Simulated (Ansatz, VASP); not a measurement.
**YHg: VASP beside Ansatz**

File INCAR:

```
SYSTEM = YHg
PREC = Accurate ; ENCUT = 520
EDIFF = 1E-7 ; ISMEAR = -1
SIGMA = 0.08 ; LREAL = .FALSE.
LASPH = .TRUE. ; NELM = 80
ALGO = Normal ; ISIF = 2
LWAVE = .FALSE. ; LCHARG = .FALSE.
GGA = CA ; NBANDS = 18
```

The input KPOINTS:

```
regular mesh
0
G
  11 11 11
  0 0 0
```

The input POSCAR:

```
YHg
1.0
    3.6696855268      0.0000000000      0.0000000000
    0.0000000000      3.6696855268      0.0000000000
    0.0000000000      0.0000000000      3.6696855268
Y Hg
1 1
Direct
    0.5000000000      0.5000000000      0.5000000000
    0.0000000000      0.0000000000      0.0000000000
```

Input for Ansatz:

```yaml
crystal:
  lattice:
    - [3.6696855268, 0.0, 0.0]
    - [0.0, 3.6696855268, 0.0]
    - [0.0, 0.0, 3.6696855268]
  atoms:
    - { symbol: "Y", position: [0.5, 0.5, 0.5] }
    - { symbol: Hg, position: [0.0, 0.0, 0.0] }
kpoints:
  mp_grid: { grid: [11, 11, 11] }
  band_path:
    path:
      - [0.0, 0.0, 0.0]
      - [0.0, 0.5, 0.0]
      - [0.5, 0.5, 0.0]
      - [0.0, 0.0, 0.0]
      - [0.5, 0.5, 0.5]
      - [0.0, 0.5, 0.0]
      - [0.5, 0.5, 0.5]
      - [0.5, 0.5, 0.0]
    npoints: 5
scf:
  occupations: { method: fermi_dirac, width: 0.08 }
hamiltonian:
  xc: lda
  pseudopotentials: { kind: all_electron, lapw: { basis_error: 0.00025 } }
output:
  forces: true
  stress: true
  eigenvalues: true
```

Change from the starting cell: volume scaled by 0.99.

Alike in both runs: task single point; functional LDA; k mesh 11 × 11 × 11; occupations fermi-dirac, width 0.08 eV; no spin polarisation.

```csv
,VASP,Ansatz
version,VASP 6.6.1,Ansatz 0.2.0
potentials or method,"VASP PAW LDA potentials, release 64 (Y_sv, Hg), cutoff 520 eV","all-electron LAPW, scalar-relativistic"
```

|  | VASP | Ansatz | Ansatz less VASP |
| --- | --- | --- | --- |
| pressure (GPa) | -2.6 | -2.8 | -0.21 |

LDA's correlation is that of Perdew and Zunger in VASP and of Perdew and Wang (1992) in Ansatz. Ansatz ran all-electron here, and VASP with PAW potentials.

Spin-orbit coupling is off throughout.
